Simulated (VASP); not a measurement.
WS: single point with HSE06

WS:

```
W S
1.0
     2.97739    0.00000    0.00000
     0.00000    2.97739    0.00000
     0.00000    0.00000    2.97739
W S
1 1
Cartesian
  1.4887 1.4887 1.4887
  0.0000 0.0000 0.0000
```

```
Program                            : VASP 6.6.1
Task                               : single point
Functional                         : HSE06
Potentials or basis                : VASP PAW PBE potentials, release 64 (W_sv, S)
Cutoff                             : 520 eV
k mesh                             : 5 × 5 × 5
Occupations                        : fermi-dirac, width 0.05 eV
Spin                               : no spin polarisation
Dipole correction                  : no
Grid for exact exchange (PRECFOCK) : Normal
Further INCAR settings             : ALGO = Normal; EDIFF = 1e-06; NBANDS = 17
Share of exact exchange            : 0.25
Screening parameter                : 0.2079 1/Å
```

```yaml
Pressure: -0.5 GPa
Band_gap_on_the_k_mesh: zero (bands 10 and 11 overlap by 2.46 eV)
```

Levels at points of the mesh, in eV from the Fermi level:
```csv
k point,band 7,band 8,band 9,band 10,band 11,band 12,band 13,band 14
"(0.00, 0.00, 0.00)",-5.91,-3.80,-3.80,-3.80,1.22,1.22,1.22,3.07
```

It took 7.7 min on 1 thread of Intel(R) Xeon(R) Platinum 8488C (Sapphire Rapids) (shared host), peak memory 0.25 GiB.

Caveat: the k points lie up to 0.42 Å⁻¹ apart, too coarse for converged energies and pressures of a metal; the PAW data sets were made with another functional, which shifts forces and pressure a little; spin-orbit coupling is left out, which moves the levels of the heavy elements.
